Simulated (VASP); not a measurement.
A run of VASP 6.6.1 is set up as follows.

The input POSCAR:

```
MoS2
1.0
    1.5940888476      0.9203476253      6.4870929573
   -1.5940888476      0.9203476253      6.4870929573
    0.0000000000     -1.8406952506      6.4870929573
Mo S
1 2
Direct
    0.0001061966      0.0001061966      0.0001061966
    0.4131385023      0.4131385023      0.4131385023
    0.2537553011      0.2537553011      0.2537553011
```

The input INCAR.step1:

```
SYSTEM = MoS2
ALGO = Normal
EDIFF = 1E-4
ENCUT = 520
GGA = PE
ISMEAR = -1
LASPH = .TRUE.
LCHARG = .FALSE.
LDAU = .TRUE.
LDAUJ = 0 0
LDAUL = 2 -1
LDAUTYPE = 2
LDAUU = 4 0
LMAXMIX = 4
LREAL = .FALSE.
LWAVE = .TRUE.
NBANDS = 20
NELM = 150
PREC = Accurate
SIGMA = 0.05
```

The input INCAR.step2:

```
SYSTEM = MoS2
ALGO = Normal
EDIFF = 1E-7
ENCUT = 520
ISIF = 2
ISMEAR = -1
ISTART = 1
LASPH = .TRUE.
LCHARG = .FALSE.
LDAU = .TRUE.
LDAUJ = 0 0
LDAUL = 2 -1
LDAUPRINT = 1
LDAUTYPE = 2
LDAUU = 4 0
LMAXMIX = 4
LMIXTAU = .TRUE.
LREAL = .FALSE.
LWAVE = .FALSE.
METAGGA = R2SCAN
NBANDS = 20
NELM = 150
PREC = Accurate
SIGMA = 0.05
```

KPOINTS

```
k-points
0
G
  10 10 10
  0 0 0
```

Potentials or basis: VASP PAW PBE potentials, release 64 (Mo_sv, S).

Command:

```sh
$ cat potpaw_PBE.64/Mo_sv/POTCAR potpaw_PBE.64/S/POTCAR > POTCAR
$ cp INCAR.step1 INCAR
$ mpirun -np 1 vasp_std > vasp.out
$ cp INCAR.step2 INCAR
$ mpirun -np 1 vasp_std > vasp.out
```

Q: What does it give for the pressure?

A: 2.3 GPa.

Q: Estimate the band gap on the k mesh.

A: 1.24 eV (least direct gap 1.91 eV).

Q: Estimate the largest force.

A: 0.298 eV/Å.

Forces on the atoms (eV/Å):
```
Mo   0.000  0.000 -0.001
S    0.000  0.000  0.298
S    0.000  0.000 -0.297
```

Caveat: the PAW data sets were made with another functional, which shifts forces and pressure a little. A k mesh can miss the band edges.
